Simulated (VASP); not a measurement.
## H8C3O2: single point with PBE+D3(BJ)

H8C3O2:

```
C O H
1.0
     7.13480    0.00000    0.00000
     0.00000    7.13480    0.00000
     0.00000    0.00000    7.13480
C O H
9 6 24
Cartesian
  0.3048 5.4268 7.3290
  3.5618 4.9694 3.5767
  3.8041 3.8640 2.5703
  3.6888 6.8101 0.3146
  4.0067 7.2737 -1.0652
  6.5038 2.4483 4.8497
  7.2666 3.8016 4.4743
  7.9900 1.5499 1.2355
  6.5179 1.1046 1.3056
  -0.0236 4.6542 8.0906
  0.7565 6.1539 6.5502
  3.4750 2.6672 3.3612
  5.4157 6.9391 -1.5658
  6.4787 4.9867 4.0767
  6.2183 0.5181 2.5810
  3.2058 1.9748 2.7878
  3.3774 3.9772 1.5442
  4.9023 3.8302 2.5137
  2.6617 4.8893 4.1515
  4.3842 4.9973 4.2412
  3.5270 6.0425 3.2991
  5.5116 5.9923 -1.8139
  3.2149 6.9399 -1.7548
  4.0169 8.3835 -1.0071
  3.0122 5.8615 0.2672
  4.6664 6.6016 0.7766
  3.1794 7.3496 1.0591
  7.0110 5.8335 4.3108
  8.0443 4.0450 5.1667
  7.7827 3.6458 3.5178
  7.3449 2.0284 5.3786
  5.7985 2.6425 5.6585
  5.8517 2.1872 4.0487
  5.6356 1.0476 3.1237
  5.9601 1.9297 0.9549
  6.3667 0.3986 0.3539
  8.1991 2.1970 2.1384
  8.5237 0.6812 1.4103
  8.1703 2.1720 0.3674
```

| Property | Result |
| --- | --- |
| Program | VASP 6.6.1 |
| Task | single point |
| Functional | PBE |
| Dispersion | D3(BJ) |
| Potentials or basis | VASP PAW PBE potentials, release 64 (C, O, H) |
| Cutoff | 520 eV |
| k mesh | 1 × 1 × 1 |
| Occupations | fermi-dirac, width 0.02 eV |
| Spin | no spin polarisation |

* Pressure: 2.3 GPa
* Largest force: 4.685 eV/Å
* Band gap on the k mesh: 4.57 eV
* Dispersion energy per atom: -0.048 eV

Forces in eV/Å, atoms in the order of the input:
```
C    1.190  1.298 -1.567
C   -0.695  1.762 -0.616
C    0.876  0.082  1.189
C    0.529 -3.921  0.001
C    0.899  1.373 -0.685
C    0.635  4.449  1.324
C   -1.120 -0.262 -2.197
C   -1.866  1.934  2.042
C    1.231 -1.334 -1.857
O   -1.771 -2.970  3.113
O    0.876  1.432 -1.676
O    0.150  1.130  0.192
O   -2.224  0.683  1.066
O    0.975  1.024  1.690
O    0.469 -0.946 -1.614
H   -0.541 -1.283 -1.184
H   -0.249 -0.410  0.717
H    0.003  0.105 -0.791
H   -0.847 -0.681  0.314
H    0.757 -0.437  0.878
H    0.158 -0.540 -0.945
H   -0.461 -0.072 -0.098
H    0.420  0.151 -0.273
H    0.079 -0.344 -0.644
H    1.472  0.943  0.125
H   -0.327 -0.520  0.238
H   -0.706  1.771  0.355
H   -0.922 -1.775 -0.766
H    0.401  0.281  0.968
H    0.397 -0.701  0.174
H    0.083 -1.919 -0.726
H   -0.237  0.336  0.414
H    0.360 -0.878 -0.440
H   -0.500  0.374  0.089
H   -1.482  1.364  0.465
H    0.059  0.755  2.258
H   -0.234 -0.282 -0.683
H    1.703 -1.610 -0.330
H    0.458 -0.362 -0.520
```

Stress tensor (GPa, compression positive):
```
 1.93 -1.64 -0.39
-1.64  3.30 -0.45
-0.39 -0.45  1.61
```

Levels at points of the mesh, in eV from the valence-band top:
```
           k point  band 44  band 45  band 46  band 47  band 48  band 49  band 50  band 51  band 52  band 53
(0.00, 0.00, 0.00)    -1.36    -0.66    -0.34    -0.26     0.00     4.57     5.35     5.59     5.89     6.13
```

Run time: 110 s on 1 thread of AMD EPYC 7R13, with other jobs on the host, peak memory 0.33 GiB.

Caveat: the k points lie up to 0.88 Å⁻¹ apart.
